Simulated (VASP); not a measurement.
Input of a VASP 6.6.1 run:

File INCAR:

```
SYSTEM = C
ALGO = Normal
EDIFF = 1E-6
ENCUT = 520
GGA = PE
ISIF = 2
ISMEAR = 0
IVDW = 12
LASPH = .TRUE.
LCHARG = .TRUE.
LELF = .TRUE.
LREAL = .FALSE.
LVHAR = .TRUE.
LWAVE = .FALSE.
NBANDS = 11
NELM = 60
PREC = Accurate
SIGMA = 0.02
```

The input KPOINTS:

```
k-points
0
G
  18 18 18
  0 0 0
```

The input POSCAR:

```
C
1.0
    0.0000000000      2.1341012746      3.3978816559
    1.2327815062      0.0000000000      3.3978816559
    1.2327815062      2.1341012746      0.0000000000
C
2
Direct
    0.1666965999      0.8333034001      0.1666965999
    0.8333034001      0.1666965999      0.8333034001
```

Potentials or basis: VASP PAW PBE potentials, release 64 (C).

The run is started by

```console
$ cat potpaw_PBE.64/C/POTCAR > POTCAR
$ mpirun -np 1 vasp_std > vasp.out
```

(1) Estimate the dispersion energy per atom.

(2) Predict the pressure.

## Answers

(1) -0.154 eV.

(2) 0.4 GPa.
